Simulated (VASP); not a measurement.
# SnO2 in VASP: further runs, part 2 of 2

VASP 6.6.1.

## 3. Single point, r2SCAN (strain +5.0%)

POSCAR

```
SnO2
1.0
    0.0000000000      2.6601403188      2.6601403188
    2.6601403188      0.0000000000      2.6601403188
    2.6601403188      2.6601403188      0.0000000000
Sn O
1 2
Direct
    0.0000000000      0.0000000000      0.0000000000
    0.2500000000      0.2500000000      0.2500000000
    0.7500000000      0.7500000000      0.7500000000
```

INCAR.step1

```
SYSTEM = SnO2
PREC = Accurate
ENCUT = 520
ISMEAR = -1
SIGMA = 0.02
LREAL = .FALSE.
LASPH = .TRUE.
NELM = 100
NBANDS = 20
GGA = PE
ALGO = Normal
EDIFF = 1E-4
LWAVE = .TRUE.
LCHARG = .FALSE.
```

INCAR.step2

```
SYSTEM = SnO2
PREC = Accurate
ENCUT = 520
EDIFF = 1E-7
ISMEAR = -1
SIGMA = 0.02
LREAL = .FALSE.
LASPH = .TRUE.
NELM = 100
ALGO = Normal
ISIF = 2
LWAVE = .FALSE.
LCHARG = .FALSE.
METAGGA = R2SCAN
LMIXTAU = .TRUE.
NBANDS = 20
ISTART = 1
```

KPOINTS

```
regular mesh
0
G
  8 8 8
  0 0 0
```

Potentials or basis: VASP PAW PBE potentials, release 64 (Sn_d, O).

Command:

```
> cat potpaw_PBE.64/Sn_d/POTCAR potpaw_PBE.64/O/POTCAR > POTCAR
> cp INCAR.step1 INCAR
> mpirun -np 1 vasp_std > vasp.out
> cp INCAR.step2 INCAR
> mpirun -np 1 vasp_std > vasp.out
```

OUTCAR:

```text
SYSTEM = SnO2
   PREC = Accurate
   ENCUT = 520
   EDIFF = 1E-7
   ISMEAR = -1
   LREAL = .FALSE.
   LASPH = .TRUE.
   NELM = 100
   ISIF = 2
   METAGGA = R2SCAN
   ISTART = 1

 ion  position               nearest neighbor table
   1  0.000  0.000  0.000-   3 2.30   3 2.30   3 2.30   2 2.30   3 2.30   2 2.30   2 2.30   2 2.30

   2  0.250  0.250  0.250-   1 2.30   1 2.30   1 2.30   1 2.30
   3  0.750  0.750  0.750-   1 2.30   1 2.30   1 2.30   1 2.30

  LATTYP: Found a face centered cubic cell.
 ALAT       =     5.3202806376

  Lattice vectors:

 A1 = (   0.0000000000,   2.6601403188,   2.6601403188)
 A2 = (   2.6601403188,   0.0000000000,   2.6601403188)
 A3 = (   2.6601403188,   2.6601403188,   0.0000000000)

Analysis of symmetry for initial positions (statically):
=====================================================================
 Subroutine PRICEL returns:
 Original cell was already a primitive cell.

 Routine SETGRP: Setting up the symmetry group for a
 face centered cubic supercell.

 Subroutine GETGRP returns: Found 48 space group operations
 (whereof 48 operations were pure point group operations)
[... 158 lines left out ...]
  ---------------------------------------------------
  ext. energy  EPLUGINS =         0.00000000
  ---------------------------------------------------
  free energy    TOTEN  =       -41.09390378 eV

  energy without entropy =      -41.09359246  energy(sigma->0) =      -41.09374812

 E-fermi :   5.7518     XC(G=0): -11.9166

 val. band max:        5.7022313285   @ k =  -0.2500   0.5000   0.2500
 cond. band min:       6.6993041204   @ k =   0.1250   0.0000   0.0000
 fundamental gap:      0.9970727919
 Fermi energy:         5.7517567917

 k-point     1 :       0.0000    0.0000    0.0000
  band No.  band energies     occupation
      1     -15.5337      2.00000
      2     -15.5337      2.00000
      3     -15.5337      2.00000
      4     -15.4432      2.00000
      5     -15.4432      2.00000
      6     -13.7450      2.00000
[... 541 lines left out ...]
     19      21.4935      0.00000
     20      24.7959      0.00000

 [... further k-points ...]
[... 5 lines left out ...]
  --------------------------------------------------------------------------------------
  -------------------------------------------------------------------------------------
  Total       -5.2914092     -5.2914092     -5.2914092     -0.0000000     -0.0000000      0.0000000
  in kB     -225.1843997   -225.1843997   -225.1843997     -0.0000000     -0.0000000      0.0000000
  external PRESSURE =    -225.1843997 kB  Pullay stress =       0.0000000 kB

 VOLUME and BASIS-vectors are now :
 -----------------------------------------------------------------------------
  energy-cutoff  :      520.00
  volume of cell :       37.65
      direct lattice vectors                 reciprocal lattice vectors
     0.000000000  2.660140319  2.660140319    -0.187960010  0.187960010  0.187960010
     2.660140319  0.000000000  2.660140319     0.187960010 -0.187960010  0.187960010
     2.660140319  2.660140319  0.000000000     0.187960010  0.187960010 -0.187960010

 POSITION                                       TOTAL-FORCE (eV/Angst)
 -----------------------------------------------------------------------------------
      0.00000      0.00000      0.00000        -0.000000      0.000000      0.000000
      1.33007      1.33007      1.33007        -0.000000      0.000000      0.000000
      3.99021      3.99021      3.99021         0.000000     -0.000000     -0.000000
 -----------------------------------------------------------------------------------
    total drift:                                0.000000      0.000000      0.000000

  FREE ENERGIE OF THE ION-ELECTRON SYSTEM (eV)
  ---------------------------------------------------
  free  energy   TOTEN  =       -41.0939037802 eV

  energy  without entropy=      -41.0935924578  energy(sigma->0) =      -41.09374812
```

OSZICAR.step1:

```text
N       E                     dE             d eps       ncg     rms          rms(c)
DAV:   1     0.240816640068E+03    0.24082E+03   -0.13489E+04  1260   0.195E+03
DAV:   2     0.499410527891E+01   -0.23582E+03   -0.22393E+03  1256   0.482E+02
DAV:   3    -0.200347655136E+02   -0.25029E+02   -0.24770E+02  1340   0.134E+02
DAV:   4    -0.207325464779E+02   -0.69778E+00   -0.69724E+00  1280   0.238E+01
DAV:   5    -0.207493706448E+02   -0.16824E-01   -0.16823E-01  1488   0.373E+00    0.103E+01
DAV:   6    -0.177689905018E+02    0.29804E+01   -0.12188E+01  1784   0.587E+01    0.378E+00
DAV:   7    -0.177625375689E+02    0.64529E-02   -0.73309E-01  1224   0.646E+00    0.189E+00
DAV:   8    -0.177503952676E+02    0.12142E-01   -0.11499E-01  1280   0.288E+00    0.446E-01
DAV:   9    -0.177467427885E+02    0.36525E-02   -0.16943E-02  1740   0.125E+00    0.914E-02
DAV:  10    -0.177474149661E+02   -0.67218E-03   -0.18153E-03  1244   0.471E-01    0.353E-02
DAV:  11    -0.177474694150E+02   -0.54449E-04   -0.92694E-05  1040   0.117E-01
   1 F= -.17747469E+02 E0= -.17747313E+02  d E =-.312747E-03
```

Wall time 3 min (1 thread of AMD EPYC 7R13, shared host); peak memory 0.15 GiB.

What came out:

```yaml
Free_energy: -41.0939 eV
Pressure: -22.5 GPa
Band_gap_on_the_k_mesh: zero (band 13 reaches 5.70 eV, above the bottom of band 14 at 5.14 eV)
```

Levels at points of the mesh, in eV from the Fermi level:
```
           k point  band 11  band 12  band 13  band 14  band 15  band 16
(0.00, 0.00, 0.00)    -1.21    -1.21    -1.21    -0.61     7.28     7.28
(0.50, 0.00, 0.00)    -2.92    -1.88    -1.88     4.13     7.84     9.99
(0.50, 0.50, 0.00)    -0.21    -0.21    -0.08     2.99     6.78     9.80
```

Caveat: the cell differs from its parent crystal (strain +5.0%); the PAW data sets were made with another functional, which shifts forces and pressure a little; spin-orbit coupling is left out, which moves the levels of the heavy elements.

## 4. Single point, PBE (strain along [111] -4.0%)

INCAR

```
PREC     = Accurate       # precision mode
ENCUT    = 520            # plane-wave cutoff, eV
EDIFF    = 1E-7           # SCF threshold, eV
ISMEAR   = -1             # smearing method
SIGMA    = 0.02           # smearing width, eV
LREAL    = False          # projectors in reciprocal space
LASPH    = True           # aspherical terms in the spheres
NELM     = 100            # most SCF steps
ALGO     = Normal         # electronic algorithm
ISIF     = 2              # what is computed and relaxed
LWAVE    = False          # write WAVECAR
LCHARG   = False          # write CHGCAR
GGA      = PE             # functional
NBANDS   = 20             # bands
```

KPOINTS

```
Automatic mesh
0
Gamma
  8 8 8
```

POSCAR

```
SnO2
1.0
   -0.0675591192      2.4659078511      2.4659078511
    2.4659078511     -0.0675591192      2.4659078511
    2.4659078511      2.4659078511     -0.0675591192
Sn O
1 2
Direct
    0.0000000000      0.0000000000      0.0000000000
    0.2514345919      0.2514345919      0.2514345919
    0.7485654081      0.7485654081      0.7485654081
```

Potentials or basis: VASP PAW PBE potentials, release 64 (Sn_d, O).

Command:

```
> cat potpaw_PBE.64/Sn_d/POTCAR potpaw_PBE.64/O/POTCAR > POTCAR
> mpirun -np 1 vasp_std > vasp.out
```

OUTCAR:

```text
PREC = Accurate
   ENCUT = 520
   EDIFF = 1E-7
   ISMEAR = -1
   LREAL = False
   LASPH = True
   NELM = 100
   ISIF = 2
   GGA = PE

 ion  position               nearest neighbor table
   1  0.000  0.000  0.000-   2 2.12   3 2.12   3 2.18   3 2.18   3 2.18   2 2.18   2 2.18   2 2.18

   2  0.251  0.251  0.251-   1 2.12   1 2.18   1 2.18   1 2.18
   3  0.749  0.749  0.749-   1 2.12   1 2.18   1 2.18   1 2.18

  LATTYP: Found a trigonal (rhomboedric) cell.
 ALAT       =     3.4879746695
 COS(alpha) =     0.4724254361

  Lattice vectors:

 A1 = (  -0.0675591192,   2.4659078511,   2.4659078511)
 A2 = (   2.4659078511,  -0.0675591192,   2.4659078511)
 A3 = (   2.4659078511,   2.4659078511,  -0.0675591192)

Analysis of symmetry for initial positions (statically):
=====================================================================
 Subroutine PRICEL returns:
 Original cell was already a primitive cell.

 Routine SETGRP: Setting up the symmetry group for a
 trigonal (rhombohedral) supercell.

 Subroutine GETGRP returns: Found 12 space group operations
 (whereof 12 operations were pure point group operations)
 out of a pool of 12 trial point group operations.

The static configuration has the point symmetry D_3d.

Analysis of symmetry for dynamics (positions and initial velocities):
=====================================================================
 Subroutine PRICEL returns:
 Original cell was already a primitive cell.

 Routine SETGRP: Setting up the symmetry group for a
 trigonal (rhombohedral) supercell.

 Subroutine GETGRP returns: Found 12 space group operations
 (whereof 12 operations were pure point group operations)
 out of a pool of 12 trial point group operations.

The dynamic configuration has the point symmetry D_3d.

 Subroutine INISYM returns: Found 12 space group operations
 (whereof 12 operations are pure point group operations),
 and found     1 'primitive' translations

----------------------------------------------------------------------------------------

                                     Primitive cell

  volume of cell :      31.2210

  direct lattice vectors                    reciprocal lattice vectors
    -0.067559119  2.465907851  2.465907851    -0.194616927  0.200099094  0.200099094
     2.465907851 -0.067559119  2.465907851     0.200099094 -0.194616927  0.200099094
     2.465907851  2.465907851 -0.067559119     0.200099094  0.200099094 -0.194616927

  length of vectors
     3.487974669  3.487974669  3.487974669     0.343445837  0.343445837  0.343445837

  position of ions in fractional coordinates (direct lattice)
     0.000000000  0.000000000  0.000000000
     0.251434592  0.251434592  0.251434592
     0.748565408  0.748565408  0.748565408

  ion indices of the primitive-cell ions
   primitive index   ion index
                 1           1
                 2           2
                 3           3

----------------------------------------------------------------------------------------

 KPOINTS: Automatic mesh

Automatic generation of k-mesh.
 Grid dimensions read from file:
 generate k-points for:    8    8    8

 Generating k-lattice:

  Cartesian coordinates                     Fractional coordinates (reciprocal lattice)
    -0.024327116  0.025012387  0.025012387     0.125000000  0.000000000  0.000000000
     0.025012387 -0.024327116  0.025012387     0.000000000  0.125000000  0.000000000
     0.025012387  0.025012387 -0.024327116     0.000000000  0.000000000  0.125000000

  Length of vectors
     0.042930730  0.042930730  0.042930730

  Shift w.r.t. Gamma in fractional coordinates (k-lattice)
     0.000000000  0.000000000  0.000000000

 Subroutine IBZKPT returns following result:
 ===========================================

 Found     65 irreducible k-points:

 Following reciprocal coordinates:
            Coordinates               Weight
  0.000000  0.000000  0.000000      1.000000
  0.125000  0.000000  0.000000      6.000000
  0.250000  0.000000  0.000000      6.000000
  0.375000 -0.000000 -0.000000      6.000000
  0.500000  0.000000  0.000000      3.000000
  0.125000  0.125000  0.000000      6.000000
[... 16 lines left out ...]
  0.250000  0.125000  0.125000      6.000000
  0.375000  0.125000  0.125000      6.000000
 [... further k-points ...]
   k-points           NKPTS =     65   k-points in BZ     NKDIM =     65   number of bands    NBANDS=     20
   number of dos      NEDOS =    301   number of ions     NIONS =      3
   total plane-waves  NPLWV =  21952
   dimension x,y,z NGX =    28 NGY =   28 NGZ =   28
   dimension x,y,z NGXF=    56 NGYF=   56 NGZF=   56
   ions per type =               1   2
   NGX,Y,Z   is equivalent  to a cutoff of  13.35, 13.35, 13.35 a.u.
   NGXF,Y,Z  is equivalent  to a cutoff of  26.69, 26.69, 26.69 a.u.
 SYSTEM =  unknown system
   PREC   = accura    normal or accurate (medium, high low for compatibility)
   ISTART =      0    job   : 0-new  1-cont  2-samecut
   ICHARG =      2    charge: 1-file 2-atom 10-const
   ISPIN  =      1    spin polarized calculation?
   LNONCOLLINEAR =      F non collinear calculations
   LSORBIT =      F    spin-orbit coupling
   LASPH  =      T    aspherical Exc in radial PAW
   ENCUT  =  520.0 eV  38.22 Ry    6.18 a.u.   6.49  6.49  6.49*2*pi/ulx,y,z
   NELM   =    100;   NELMIN=  2; NELMDL= -5     # of ELM steps
   EDIFF  = 0.1E-06   stopping-criterion for ELM
   LREAL  =      F    real-space projection
   EDIFFG = 0.1E-05   stopping-criterion for IOM
   NSW    =      0    number of steps for IOM
   IBRION =     -1    ionic relax: 0-MD 1-quasi-New 2-CG
   NFREE  =      0    steps in history (QN), initial steepest desc. (CG)
   ISIF   =      2    stress and relaxation
   ISYM   =      2    0-nonsym 1-usesym 2-fastsym
   POTIM  = 0.5000    time-step for ionic-motion
   TEBEG  =    0.0;   TEEND  =   0.0 temperature during run
   PSTRESS=    0.0 pullay stress
   NELECT =      26.0000    total number of electrons
   NUPDOWN=      -1.0000    fix difference up-down
   EMIN   =  10.00;   EMAX   =-10.00  energy-range for DOS
   EFERMI =   0.00;   METHOD = LEGACY
   ISMEAR =    -1;   SIGMA  =   0.02  broadening in eV -4-tet -1-fermi 0-gaus
   EFERMI_NEDOS =   21; number of points for ismear=-14 and -15
   IALGO  =     38    algorithm
   IMIX   =      4    mixing-type and parameters
     AMIX     =   0.40;   BMIX     =  1.00
     AMIX_MAG =   1.60;   BMIX_MAG =  1.00
  volume/ion in A,a.u.               =      10.41        70.23
  Fermi-wavevector in a.u.,A,eV,Ry     =   1.540223  2.910600 32.276926  2.372287
  Thomas-Fermi vector in A             =   2.646340
   LORBIT       =      0    0 simple, 1 ext, 2 COOP (PROOUT), +10 PAW based schemes
   GGA     = PE    functional components
   LHFCALC =     F    Hartree Fock is set to
   AEXX    =    0.0000 exact exchange contribution
   IVDW    =     0    specifies the selected vdW correction
   LEPSILON=     F    determine dielectric tensor
   LRPA    =     F    only Hartree local field effects (RPA)
 non-spin polarized calculation
  energy-cutoff  :      520.00
  volume of cell :       31.22
 maximum number of plane-waves:       858
 NGX is ok and might be reduce to    28
   NGX = 13   NGY = 13   NGZ = 13

 number of electron      25.9999996 magnetization

 Free energy of the ion-electron system (eV)
  ---------------------------------------------------
  ext. energy  EPLUGINS =         0.00000000
  ---------------------------------------------------
  free energy    TOTEN  =       -17.73497971 eV

  energy without entropy =      -17.73497971  energy(sigma->0) =      -17.73497971

 E-fermi :   9.0178     XC(G=0): -12.1498

 val. band max:        8.6434605186   @ k =  -0.2500   0.5000   0.2500
 cond. band min:       9.3657722141   @ k =   0.0000   0.0000   0.0000
 fundamental gap:      0.7223116955
 Fermi energy:         9.0177818900

 k-point     1 :       0.0000    0.0000    0.0000
  band No.  band energies     occupation
      1     -11.9513      2.00000
      2     -11.9224      2.00000
      3     -11.9224      2.00000
      4     -11.7271      2.00000
      5     -11.7271      2.00000
      6     -11.4502      2.00000
[... 12 lines left out ...]
     19      24.2039      0.00000
     20      24.2039      0.00000
[... 507 lines left out ...]
 k-point    24 :       0.3750    0.1250    0.1250
  band No.  band energies     occupation
      1     -12.3011      2.00000
      2     -11.9389      2.00000
      3     -11.8570      2.00000
      4     -11.7409      2.00000
      5     -11.7112      2.00000
      6     -10.2900      2.00000
[... 12 lines left out ...]
     19      24.0757      0.00000
     20      27.3081      0.00000

 [... further k-points ...]
[... 5 lines left out ...]
  --------------------------------------------------------------------------------------
  -------------------------------------------------------------------------------------
  Total        4.0429254      4.0429254      4.0429254      0.2125771      0.2125771      0.2125771
  in kB      207.4719253    207.4719253    207.4719253     10.9088789     10.9088789     10.9088789
  external PRESSURE =     207.4719253 kB  Pullay stress =       0.0000000 kB

 VOLUME and BASIS-vectors are now :
 -----------------------------------------------------------------------------
  energy-cutoff  :      520.00
  volume of cell :       31.22
      direct lattice vectors                 reciprocal lattice vectors
    -0.067559119  2.465907851  2.465907851    -0.194616927  0.200099094  0.200099094
     2.465907851 -0.067559119  2.465907851     0.200099094 -0.194616927  0.200099094
     2.465907851  2.465907851 -0.067559119     0.200099094  0.200099094 -0.194616927

 POSITION                                       TOTAL-FORCE (eV/Angst)
 -----------------------------------------------------------------------------------
      0.00000      0.00000      0.00000        -0.000000     -0.000000      0.000000
      1.22304      1.22304      1.22304         0.036264      0.036264      0.036264
      3.64121      3.64121      3.64121        -0.036264     -0.036264     -0.036264
 -----------------------------------------------------------------------------------
    total drift:                               -0.000000     -0.000000     -0.000000

  FREE ENERGIE OF THE ION-ELECTRON SYSTEM (eV)
  ---------------------------------------------------
  free  energy   TOTEN  =       -17.7349797119 eV

  energy  without entropy=      -17.7349797118  energy(sigma->0) =      -17.73497971
```

It took 73 s on 1 thread of AMD EPYC 7R13, shared host; peak memory 0.15 GiB.

Results:

```
Free energy            : -17.7350 eV
Pressure               : 20.7 GPa
Largest force          : 0.063 eV/Å
Band gap on the k mesh : 0.72 eV, indirect (least direct gap 2.12 eV)
```

Forces on the atoms (eV/Å):
```
Sn   0.000  0.000  0.000
O    0.036  0.036  0.036
O   -0.036 -0.036 -0.036
```

Caveat: the cell differs from its parent crystal (strain along [111] -4.0%); spin-orbit coupling is left out, which moves the levels of the heavy elements. A k mesh can miss the band edges.

## 5. Overview

| level | cell | gap on the mesh (eV) | pressure (GPa) |
| --- | --- | --- | --- |
| r2SCAN | a = 3.672 Å, angles 60.0°, 3 atoms | 0.10 | -13.1 |
| r2SCAN | a = 3.762 Å, angles 60.0°, 3 atoms | none | -22.5 |
| PBE | a = 3.488 Å, angles 61.8°, 3 atoms | 0.72 | 20.7 |

Alike in all rows: task single point; potentials or basis VASP PAW PBE potentials, release 64 (Sn_d, O); no spin polarisation; k mesh 8 × 8 × 8; cutoff (eV) 520; smearing fermi-dirac 0.02 eV.

Caveats: spin-orbit coupling is left out, which moves the levels of the heavy elements; the PAW data sets were made with another functional, which shifts forces and pressure a little (some runs).

Absolute energies hang on the potentials; compare differences alone.
